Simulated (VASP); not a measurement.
A run of VASP 6.6.1:

The input INCAR:

```
SYSTEM = C
PREC = Accurate
ENCUT = 520
EDIFF = 1E-7
ISMEAR = -1
SIGMA = 0.1
LREAL = .False.
LASPH = .True.
NELM = 60
ALGO = Normal
ISIF = 2
LWAVE = .False.
LCHARG = .False.
GGA = RE
NBANDS = 13
```

Contents of KPOINTS:

```
Automatic mesh
0
Gamma
  5 5 27
  0 0 0
```

The input POSCAR:

```
C
1.0
    7.8753412443      0.0000000001      0.0000000000
   -3.9376706222      6.8202455810      0.0000000000
    0.0000000000      0.0000000000      1.2703294247
C
3
Direct
    0.0000000000      0.0000000000      0.0000000000
    0.3333333333      0.6666666667      0.5000000000
    0.6666666667      0.3333333333      0.5000000000
```

Potentials or basis: VASP PAW PBE potentials, release 64 (C).

Command:

```bash
$ cat potpaw_PBE.64/C/POTCAR > POTCAR
$ mpirun -np 1 vasp_std > vasp.out
```

Hardware: 1 thread of Intel Xeon 8259CL, on a shared host.

**Question.** How long does it take, and how much memory?

**Answer.** Run time: 81 s on 1 thread of Intel Xeon 8259CL, on a shared host, peak memory 0.2 GiB. Counts: scf iterations 16, k points 70.
